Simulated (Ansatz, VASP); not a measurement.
## InSb: VASP beside Ansatz

```
In Sb
1.0
     0.00000    3.23910    3.14193
     3.23910    0.00000    3.14193
     3.23910    3.23910    0.00000
In Sb
1 1
Direct
  0.00000 0.00000 0.00000
  0.75000 0.75000 0.75000
```

Change from the starting cell: strain +0.000 along x and y, -0.030 along z, atoms carried along.

Alike in both runs: task single point; functional PBE; k mesh 12 × 12 × 12; occupations gaussian, width 0.15 eV; no spin polarisation.

```csv
,VASP,Ansatz
version,VASP 6.6.1,Ansatz 0.2.0
potentials or method,"VASP PAW PBE potentials, release 64 (In_d, Sb), cutoff 520 eV","scalar-relativistic, plane waves, PAW"
valence electrons in the cell,18,28
```

```tsv
	VASP	Ansatz	Ansatz less VASP
gap on the k mesh at the Fermi level (eV)	none	none	-
pressure (GPa)	4.8	4.8	+0.02
traceless stress, the component that is largest in VASP (GPa)	0.47	0.47	-0.002
```

A gap of «none» marks a metal or a gap that the smearing closes. VASP's potentials hold 18 valence electrons a cell and Ansatz's 28, so a difference there can come from the potentials and not from the codes.

Neither program's run includes spin-orbit coupling.
